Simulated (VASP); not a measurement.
# GdIrF: single point with PBE

The system is GdIrF.

```xyz
6
Lattice="3.6661 0.0000 0.0000 0.0000 3.6661 0.0000 0.0000 0.0000 7.7366" Properties=species:S:1:pos:R:3 pbc="T T T"
Gd    0.0000    1.8331    1.6145
Gd    1.8331    0.0000    6.1221
Ir    0.0000    1.8331    4.2994
Ir    1.8331    0.0000    3.4373
F     0.0000    0.0000    0.0000
F     1.8331    1.8331    0.0000
```

The cell was generated, and may not be a known phase.

```yaml
Program: VASP 6.6.1
Task: single point
Functional: PBE
Potentials_or_basis: VASP PAW PBE potentials, release 64 (Gd, Ir, F)
Cutoff: 520 eV
k_mesh: 4 × 4 × 4
Occupations: gaussian, width 0.1 eV
Spin: collinear spin, ferromagnetic start
Starting_moments: "[7.0, 7.0, 1.0, 1.0, 0.0, 0.0] μB"
Dipole_correction: no
Further_INCAR_settings: ALGO = Normal; EDIFF = 1e-07; NBANDS = 47
```

- Pressure: 0.1 GPa
- Largest force: 0.064 eV/Å
- Net moment: 15.00 μB per cell
- Site moments: Gd +6.78; Ir +0.37; F +0.00 μB
- Valence electrons inside the program's atomic spheres: Gd 15.21; Ir 8.19; F 6.12

Forces on the atoms (eV/Å):
```
Gd   0.000  0.000 -0.006
Gd   0.000  0.000  0.006
Ir   0.000  0.000  0.064
Ir   0.000  0.000 -0.064
F    0.000  0.000  0.000
F    0.000  0.000  0.000
```

Stress tensor (GPa, compression positive):
```
-0.09  0.00  0.00
 0.00 -0.09  0.00
 0.00  0.00  0.45
```

Levels at points of the mesh, in eV from the Fermi level:
Spin up:
```csv
k point,band 39,band 40,band 41,band 42,band 43,band 44,band 45,band 46
"(0.00, 0.00, 0.00)",-1.58,-1.58,-0.53,-0.13,1.07,1.09,2.44,3.02
"(0.50, 0.00, 0.00)",-0.72,-0.72,-0.69,-0.69,1.70,1.70,2.29,2.29
"(0.50, 0.50, 0.00)",-0.91,-0.91,-0.52,-0.52,-0.44,-0.44,4.12,4.12
"(0.00, 0.00, 0.50)",-1.59,-1.59,-0.87,-0.04,1.06,1.53,2.31,2.74
"(0.50, 0.00, 0.50)",-0.76,-0.76,-0.67,-0.67,1.53,1.53,2.27,2.27
"(0.50, 0.50, 0.50)",-0.91,-0.91,-0.46,-0.46,-0.24,-0.24,3.99,3.99
```
Spin down:
| k point | band 24 | band 25 | band 26 | band 27 | band 28 | band 29 |
| --- | --- | --- | --- | --- | --- | --- |
| (0.00, 0.00, 0.00) | -1.52 | -1.52 | -1.43 | -0.32 | 0.22 | 0.56 |
| (0.50, 0.00, 0.00) | -1.57 | -0.52 | -0.52 | -0.40 | -0.40 | 0.52 |
| (0.50, 0.50, 0.00) | -2.07 | -0.49 | -0.49 | -0.06 | -0.06 | -0.05 |
| (0.00, 0.00, 0.50) | -1.98 | -1.52 | -1.52 | -0.46 | 0.26 | 0.54 |
| (0.50, 0.00, 0.50) | -1.58 | -0.51 | -0.51 | -0.44 | -0.44 | 0.55 |
| (0.50, 0.50, 0.50) | -2.05 | -0.49 | -0.49 | -0.01 | -0.01 | 0.11 |

Run time: 17 min on 1 thread of Intel(R) Xeon(R) Platinum 8559C (Emerald Rapids), on a shared host, peak memory 0.36 GiB.

Caveat: the k points lie up to 0.43 Å⁻¹ apart; spin-orbit coupling is left out, which moves the levels of the heavy elements; semilocal functionals describe open f shells poorly, which spoils levels, moments and volumes. The state reached can hang on the start; a lower one may exist.
